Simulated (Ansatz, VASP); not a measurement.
## Be4Os: VASP beside Ansatz

Contents of INCAR:

```
SYSTEM = Be4Os
ALGO = Fast
EDIFF = 1E-6
ENCUT = 520
GGA = PE
ISIF = 2
ISMEAR = 0
LASPH = .TRUE.
LCHARG = .FALSE.
LREAL = .FALSE.
LWAVE = .FALSE.
NBANDS = 16
NELM = 60
PREC = Accurate
SIGMA = 0.1
```

File KPOINTS:

```
k-points
0
G
  6 6 6
  0 0 0
```

Contents of POSCAR:

```
Be4Os
1.0
   -2.7840103996      2.7840103996      1.5442140497
    2.7840103996     -2.7840103996      1.5442140497
    2.7840103996      2.7840103996     -1.5442140497
Be Os
4 1
Direct
    0.7952168435      0.3900100042      0.1852268478
    0.3900100042      0.2047831565      0.5947931607
    0.6099899958      0.7952168435      0.4052068393
    0.2047831565      0.6099899958      0.8147731522
    0.0000000000      0.0000000000      0.0000000000
```

Input for Ansatz:

```yaml
crystal:
  lattice:
    - [-2.7840103996, 2.7840103996, 1.5442140497]
    - [2.7840103996, -2.7840103996, 1.5442140497]
    - [2.7840103996, 2.7840103996, -1.5442140497]
  atoms:
    - { symbol: Be, position: [0.7952168435, 0.3900100042, 0.1852268478] }
    - { symbol: Be, position: [0.3900100042, 0.2047831565, 0.5947931607] }
    - { symbol: Be, position: [0.6099899958, 0.7952168435, 0.4052068393] }
    - { symbol: Be, position: [0.2047831565, 0.6099899958, 0.8147731522] }
    - { symbol: Os, position: [0.0, 0.0, 0.0] }
basis:
  ecutwfc: 420
kpoints:
  mp_grid: { grid: [6, 6, 6] }
hamiltonian:
  xc: pbe
scf:
  occupations: { method: gaussian, width: 0.1 }
  lower_state_search: "off"
output:
  forces: true
  stress: true
  eigenvalues: true
```

Change from the starting cell: the structure that the rattled cell fell into.

Alike in both runs: task single point; functional PBE; k mesh 6 × 6 × 6; occupations gaussian, width 0.1 eV; no spin polarisation.

|  | VASP | Ansatz |
| --- | --- | --- |
| version | VASP 6.6.1 | Ansatz 0.2.0 |
| potentials or method | VASP PAW PBE potentials, release 64 (Be, Os), cutoff 520 eV | scalar-relativistic, plane waves, PAW |
| valence electrons in the cell | 16 | 24 |

|  | VASP | Ansatz | Ansatz less VASP |
| --- | --- | --- | --- |
| gap on the k mesh at the Fermi level (eV) | none | none | - |
| pressure (GPa) | 0.3 | 0.1 | -0.22 |
| rms of the force components (eV/Å) | 0.006 | 0.001 | -0.0049 |

Atom by atom the forces differ by 0.006 eV/Å (rms over components). A gap of «none» marks a metal or a gap that the smearing closes. With one functional, cell and mesh, what is left measures potentials, basis and numerics. VASP's potentials hold 16 valence electrons a cell and Ansatz's 24, so a difference there can come from the potentials and not from the codes.

The k mesh is coarse, so the values compare programs but aren't converged. Neither program's run includes spin-orbit coupling.
